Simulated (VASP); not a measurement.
# Al32P (a cell with a defect) in VASP: single point with PBE

Aim: the single point of Al32P (a cell with a defect) with PBE.

Program: VASP 6.6.1. These are calculated values, not measurements. Logs are shortened: lines on timing, memory, paths and dates and some standing lists are left out, and cuts for length are marked.

## Step 1: The cell of the first run

The cell holds a defect, 33 atoms: a = 8.100 Å, b = 8.100 Å, c = 8.100 Å, α = 90.00°, β = 90.00°, γ = 90.00°.

## Step 2: Single point, PBE

INCAR

```
  ALGO = Normal
  EDIFF = 1E-7
  ENCUT = 520
  GGA = PE
  ISIF = 2
  ISMEAR = -1
  LASPH = True
  LCHARG = False
  LREAL = Auto
  LWAVE = False
  NBANDS = 72
  NELM = 100
  PREC = Accurate
  SIGMA = 0.1
```

KPOINTS

```
k-points
0
Gamma
  2 2 2
```

POSCAR

```
Al32P
1.0
    8.1000000000      0.0000000000      0.0000000000
    0.0000000000      8.1000000000      0.0000000000
    0.0000000000      0.0000000000      8.1000000000
Al P
32 1
Direct
    0.5142469136      0.0202098765     -0.0472469136
    0.6940987654      0.3179135802     -0.0003209877
    0.6983086420      0.0068765432      0.2483703704
   -0.0607654321      0.0735555556     -0.0446913580
    0.2317530864      0.2855925926     -0.0090123457
    0.4975925926      0.5421358025     -0.0500617284
    0.7823333333      0.7718765432     -0.0655185185
    0.1865185185      0.0106419753      0.1812469136
    0.4529876543      0.1864074074      0.2051604938
    0.7170000000      0.5758641975      0.1936049383
    0.4576049383      0.0826666667      0.4955555556
    0.7019135802      0.2818271605      0.5052962963
    0.7411358025      0.0000740741      0.7029876543
    0.0170246914      0.5021728395     -0.1143703704
    0.2085925926      0.7713827160     -0.0700000000
   -0.0579135802      0.3016419753      0.1974444444
    0.1759012346      0.5518024691      0.1598024691
    0.4373580247      0.7900246914      0.1819012346
   -0.0299259259      0.0576296296      0.4652716049
    0.1869753086      0.2840000000      0.3859259259
    0.4700000000      0.5569012346      0.5741975309
    0.7008518519      0.7730740741      0.4770864198
    0.2199382716      0.0488765432      0.6993086420
    0.4896419753      0.2722716049      0.7437407407
    0.7286296296      0.5280864198      0.7159629630
   -0.0463333333      0.7983580247      0.2143703704
   -0.0220864198      0.5433209877      0.4405308642
    0.2620617284      0.8038888889      0.4361975309
   -0.0116543210      0.2906049383      0.6727530864
    0.2195308642      0.5445061728      0.6523209877
    0.4625679012      0.8213456790      0.7543703704
    0.0397037037      0.8122345679      0.6911851852
    0.4472345679      0.4880740741      0.2799012346
```

Potentials or basis: VASP PAW PBE potentials, release 64 (Al, P).

Command:

```bash
> cat potpaw_PBE.64/Al/POTCAR potpaw_PBE.64/P/POTCAR > POTCAR
> mpirun -np 1 vasp_std > vasp.out
```

OUTCAR:

```text
EDIFF = 1E-7
   ENCUT = 520
   GGA = PE
   ISIF = 2
   ISMEAR = -1
   LASPH = True
   LREAL = Auto
   NELM = 100
   PREC = Accurate

 ion  position               nearest neighbor table
   1  0.514  0.020  0.953-  31 2.31   9 2.50  24 2.66  18 2.70  13 2.74   3 2.82   2 2.84   7 2.96
                            23 3.15   5 3.15  15 3.20   8 3.24
   2  0.694  0.318  1.000-   6 2.45  16 2.57  10 2.62  24 2.68   9 2.78   4 2.83   1 2.84  25 2.87
                            14 3.15   3 3.23
   3  0.698  0.007  0.248-   9 2.49  22 2.65  26 2.68  18 2.80   1 2.82  19 2.85  11 2.86  12 3.05
                             4 3.12  16 3.13   2 3.23   7 3.25
   4  0.939  0.074  0.955-  13 2.67  16 2.69   7 2.76   8 2.76   2 2.83  29 2.91   5 2.94  26 3.06
                            23 3.08  32 3.12   3 3.12  15 3.29
   5  0.232  0.286  0.991-  17 2.59  14 2.61   9 2.62   8 2.73  16 2.88  24 2.90   4 2.94   6 3.01
                            23 3.04   1 3.15  20 3.22  29 3.25
   6  0.498  0.542  0.950-   2 2.45  25 2.67  10 2.67  33 2.74  24 2.75  31 2.78  18 2.79   7 2.97
                            15 2.99   5 3.01  21 3.05  17 3.11  30 3.30
   7  0.782  0.772  0.934-  13 2.65  26 2.67  10 2.68  25 2.69   4 2.76  32 2.89  14 2.92   1 2.96
                             6 2.97  31 3.00   3 3.25
   8  0.187  0.011  0.181-  26 2.57   9 2.59  18 2.71  28 2.73   5 2.73   4 2.76  20 2.77  15 2.82
                            19 2.92  16 3.08   1 3.24
   9  0.453  0.186  0.205-   3 2.49   1 2.50  11 2.50  33 2.52   8 2.59   5 2.62  20 2.72   2 2.78
                            18 3.22  12 3.25
  10  0.717  0.576  0.194-  33 2.40   2 2.62  26 2.64   6 2.67   7 2.68  22 2.80  18 2.85  16 2.87
                            27 2.92
  11  0.458  0.083  0.496-   9 2.50  24 2.54  23 2.55  12 2.55  28 2.80   3 2.86  20 2.87  13 2.92
                            31 2.98  22 3.19
  12  0.702  0.282  0.505-  11 2.55  24 2.59  25 2.63  29 2.69  13 2.81  19 2.85  21 2.97   3 3.05
                            27 3.12  16 3.17   9 3.25
  13  0.741  0.000  0.703-  22 2.61   7 2.65   4 2.67  31 2.71  19 2.71   1 2.74  12 2.81  32 2.86
                            11 2.92  24 3.02  29 3.10
  14  0.017  0.502  0.886-  29 2.44  30 2.53  17 2.60   5 2.61  15 2.70  25 2.72   7 2.92  32 2.97
                            16 3.06   2 3.15
  15  0.209  0.771  0.930-  32 2.39  31 2.53  17 2.59  14 2.70  18 2.76   8 2.82  30 2.91  23 2.92
[... 20 lines left out ...]
                             2 2.87  27 3.01  31 3.22
  26  0.954  0.798  0.214-   8 2.57  10 2.64   7 2.67   3 2.68  17 2.72  27 2.77  19 2.93  22 2.96
                             4 3.06  28 3.08  15 3.10
  27  0.978  0.543  0.441-  30 2.60  20 2.73  26 2.77  29 2.78  17 2.78  16 2.79  10 2.92  22 2.93
                            25 3.01  32 3.02  28 3.12  12 3.12
  28  0.262  0.804  0.436-  18 2.50   8 2.73  32 2.74  30 2.76  11 2.80  21 2.84  23 2.93  31 3.05
                            26 3.08  17 3.11  27 3.12  19 3.14
  29  0.988  0.291  0.673-  14 2.44  19 2.53  12 2.69  23 2.72  27 2.78  30 2.79  20 2.83  25 2.87
                             4 2.91  13 3.10   5 3.25
  30  0.220  0.545  0.652-  21 2.13  14 2.53  27 2.60  32 2.63  28 2.76  29 2.79  15 2.91  20 3.03
                            31 3.10  24 3.19   6 3.30
  31  0.463  0.821  0.754-   1 2.31  15 2.53  21 2.59  13 2.71  23 2.73   6 2.78  11 2.98  22 2.99
                             7 3.00  28 3.05  30 3.10  25 3.22
  32  0.040  0.812  0.691-  15 2.39  23 2.41  30 2.63  28 2.74  19 2.76  13 2.86   7 2.89  14 2.97
                            27 3.02   4 3.12  22 3.26
  33  0.447  0.488  0.280-  10 2.40  21 2.46  17 2.46   9 2.52  18 2.57   6 2.74  20 2.81

  LATTYP: Found a simple cubic cell.
 ALAT       =     8.1000000000

  Lattice vectors:

 A1 = (   8.1000000000,   0.0000000000,   0.0000000000)
 A2 = (   0.0000000000,   8.1000000000,   0.0000000000)
 A3 = (   0.0000000000,   0.0000000000,   8.1000000000)

Analysis of symmetry for initial positions (statically):
=====================================================================
 Subroutine PRICEL returns:
 Original cell was already a primitive cell.

 Routine SETGRP: Setting up the symmetry group for a
 simple cubic supercell.

 Subroutine GETGRP returns: Found  1 space group operations
 (whereof  1 operations were pure point group operations)
 out of a pool of 48 trial point group operations.

The static configuration has the point symmetry C_1 .

Analysis of symmetry for dynamics (positions and initial velocities):
=====================================================================
 Subroutine PRICEL returns:
 Original cell was already a primitive cell.

 Routine SETGRP: Setting up the symmetry group for a
 simple cubic supercell.

 Subroutine GETGRP returns: Found  1 space group operations
 (whereof  1 operations were pure point group operations)
 out of a pool of 48 trial point group operations.

The dynamic configuration has the point symmetry C_1 .

 Subroutine INISYM returns: Found  1 space group operations
[... 101 lines left out ...]
     0.000000000  0.000000000  0.061728395     0.000000000  0.000000000  0.500000000

  Length of vectors
     0.061728395  0.061728395  0.061728395

  Shift w.r.t. Gamma in fractional coordinates (k-lattice)
     0.000000000  0.000000000  0.000000000

 Subroutine IBZKPT returns following result:
 ===========================================

 Found      8 irreducible k-points:

 Following reciprocal coordinates:
            Coordinates               Weight
  0.000000  0.000000  0.000000      1.000000
  0.500000  0.000000  0.000000      1.000000
  0.000000  0.500000  0.000000      1.000000
  0.000000  0.000000  0.500000      1.000000
  0.500000  0.500000  0.000000      1.000000
  0.000000  0.500000  0.500000      1.000000
  0.500000  0.000000  0.500000      1.000000
  0.500000  0.500000  0.500000      1.000000
   k-points           NKPTS =      8   k-points in BZ     NKDIM =      8   number of bands    NBANDS=     72
   number of dos      NEDOS =    301   number of ions     NIONS =     33
   total plane-waves  NPLWV = 216000
   dimension x,y,z NGX =    60 NGY =   60 NGZ =   60
   dimension x,y,z NGXF=   120 NGYF=  120 NGZF=  120
   ions per type =              32   1
   NGX,Y,Z   is equivalent  to a cutoff of  12.31, 12.31, 12.31 a.u.
   NGXF,Y,Z  is equivalent  to a cutoff of  24.63, 24.63, 24.63 a.u.
 SYSTEM =  unknown system
   PREC   = accura    normal or accurate (medium, high low for compatibility)
   ISTART =      0    job   : 0-new  1-cont  2-samecut
   ICHARG =      2    charge: 1-file 2-atom 10-const
   ISPIN  =      1    spin polarized calculation?
   LNONCOLLINEAR =      F non collinear calculations
   LSORBIT =      F    spin-orbit coupling
   LASPH  =      T    aspherical Exc in radial PAW
   ENCUT  =  520.0 eV  38.22 Ry    6.18 a.u.  15.06 15.06 15.06*2*pi/ulx,y,z
   NELM   =    100;   NELMIN=  2; NELMDL= -5     # of ELM steps
   EDIFF  = 0.1E-06   stopping-criterion for ELM
   LREAL  =      T    real-space projection
   EDIFFG = 0.1E-05   stopping-criterion for IOM
   NSW    =      0    number of steps for IOM
   IBRION =     -1    ionic relax: 0-MD 1-quasi-New 2-CG
   NFREE  =      0    steps in history (QN), initial steepest desc. (CG)
   ISIF   =      2    stress and relaxation
   ISYM   =      2    0-nonsym 1-usesym 2-fastsym
   POTIM  = 0.5000    time-step for ionic-motion
   TEBEG  =    0.0;   TEEND  =   0.0 temperature during run
   PSTRESS=    0.0 pullay stress
   NELECT =     101.0000    total number of electrons
   NUPDOWN=      -1.0000    fix difference up-down
   EMIN   =  10.00;   EMAX   =-10.00  energy-range for DOS
   EFERMI =   0.00;   METHOD = LEGACY
   ISMEAR =    -1;   SIGMA  =   0.10  broadening in eV -4-tet -1-fermi 0-gaus
   EFERMI_NEDOS =   21; number of points for ismear=-14 and -15
   IALGO  =     38    algorithm
   IMIX   =      4    mixing-type and parameters
     AMIX     =   0.40;   BMIX     =  1.00
     AMIX_MAG =   1.60;   BMIX_MAG =  1.00
  volume/ion in A,a.u.               =      16.10       108.68
  Fermi-wavevector in a.u.,A,eV,Ry     =   0.941233  1.778672 12.053656  0.885919
  Thomas-Fermi vector in A             =   2.068723
   LORBIT       =      0    0 simple, 1 ext, 2 COOP (PROOUT), +10 PAW based schemes
   GGA     = PE    functional components
   LHFCALC =     F    Hartree Fock is set to
   AEXX    =    0.0000 exact exchange contribution
   IVDW    =     0    specifies the selected vdW correction
   LEPSILON=     F    determine dielectric tensor
   LRPA    =     F    only Hartree local field effects (RPA)
 non-spin polarized calculation
  energy-cutoff  :      520.00
  volume of cell :      531.44
 maximum number of plane-waves:     14400
   NGX = 31   NGY = 31   NGZ = 31

 number of electron     101.0000001 magnetization

 Free energy of the ion-electron system (eV)
  ---------------------------------------------------
  ext. energy  EPLUGINS =         0.00000000
  ---------------------------------------------------
  free energy    TOTEN  =      -118.14234803 eV

  energy without entropy =     -117.74633635  energy(sigma->0) =     -117.94434219

 E-fermi :   8.0657     XC(G=0): -10.2633

 val. band max:        8.0653349829   @ k =   0.0000   0.5000   0.0000
 cond. band min:       8.0917161001   @ k =   0.0000   0.0000   0.5000
 fundamental gap:      0.0263811171
 Fermi energy:         8.0656927731

 k-point     1 :       0.0000    0.0000    0.0000
  band No.  band energies     occupation
      1      -4.3062      2.00000
      2      -2.5718      2.00000
      3      -1.2036      2.00000
      4      -1.0963      2.00000
      5      -0.9671      2.00000
      6      -0.8824      2.00000
[... 509 lines left out ...]
     61      10.6134      0.00000
     62      10.8344      0.00000
 [bands above 62 left out]

------------------------ aborting loop because EDIFF is reached ----------------------------------------

  FORCE on cell =-STRESS in cart. coord.  units (eV):
  Direction    XX          YY          ZZ          XY          YZ          ZX
  --------------------------------------------------------------------------------------
  -------------------------------------------------------------------------------------
  Total       34.6045521     24.6624335     32.0259495      1.8434060      4.3866472      1.1897621
  in kB      104.3250877     74.3517942     96.5511698      5.5574622     13.2247731      3.5868701
  external PRESSURE =      91.7426839 kB  Pullay stress =       0.0000000 kB

 VOLUME and BASIS-vectors are now :
 -----------------------------------------------------------------------------
  energy-cutoff  :      520.00
  volume of cell :      531.44
      direct lattice vectors                 reciprocal lattice vectors
     8.100000000  0.000000000  0.000000000     0.123456790  0.000000000  0.000000000
     0.000000000  8.100000000  0.000000000     0.000000000  0.123456790  0.000000000
     0.000000000  0.000000000  8.100000000     0.000000000  0.000000000  0.123456790

 POSITION                                       TOTAL-FORCE (eV/Angst)
 -----------------------------------------------------------------------------------
      4.16540      0.16370      7.71730         0.318081      1.113346      0.962352
      5.62220      2.57510      8.09740         0.917346     -1.401069     -0.437898
      5.65630      0.05570      2.01180         0.848444      0.154403     -0.210016
      7.60780      0.59580      7.73800         0.448380     -0.128505      0.053276
      1.87720      2.31330      8.02700         0.109764     -0.744336     -1.086927
      4.03050      4.39130      7.69450        -1.581234      0.917800     -0.347806
[... 25 lines left out ...]
      0.32160      6.57910      5.59860        -2.566472     -0.817496     -1.274460
      3.62260      3.95340      2.26720        -0.114160     -0.528496      0.441907
 -----------------------------------------------------------------------------------
    total drift:                               -0.006971     -0.010146      0.001212

  FREE ENERGIE OF THE ION-ELECTRON SYSTEM (eV)
  ---------------------------------------------------
  free  energy   TOTEN  =      -118.1423480326 eV

  energy  without entropy=     -117.7463363467  energy(sigma->0) =     -117.94434219
```

Run time: 6.5 min. Hardware: 1 thread of Intel Xeon 6975P-C, shared host; peak memory 0.57 GiB.

Results:

```
Free energy   : -118.1423 eV
Pressure      : 9.2 GPa
Largest force : 4.034 eV/Å
```

Forces in eV/Å, atoms in the order of the input:
```
Al   0.318  1.113  0.962
Al   0.917 -1.401 -0.438
Al   0.848  0.154 -0.210
Al   0.448 -0.129  0.053
Al   0.110 -0.744 -1.087
Al  -1.581  0.918 -0.348
Al  -0.303 -0.090  0.226
Al  -0.205  0.305 -0.142
Al  -0.029  1.374  0.199
Al   0.731 -0.155  0.491
Al   0.055 -1.369 -0.181
Al   0.885  0.298 -1.292
Al  -0.077  0.797 -0.126
Al  -1.285  0.839  1.105
Al   0.406  0.385  1.414
Al  -0.543 -0.150  0.086
Al  -0.029  0.286  0.866
Al   0.859  0.237 -0.403
Al  -0.310 -1.109 -1.013
Al   1.090  0.286  0.933
Al   3.225 -0.184 -2.417
Al   0.261 -0.010 -0.159
Al   0.528  1.182  0.794
Al  -0.787  0.241  0.570
Al   1.803  0.031  0.337
Al   0.183  0.068  0.256
Al  -0.787  0.379 -0.061
Al  -0.764  0.033  0.808
Al  -0.177 -0.264  0.262
Al  -3.470 -0.758  1.409
Al   0.359 -1.214 -2.061
Al  -2.566 -0.817 -1.274
P   -0.114 -0.528  0.442
```

Caveat: the k points lie up to 0.39 Å⁻¹ apart.
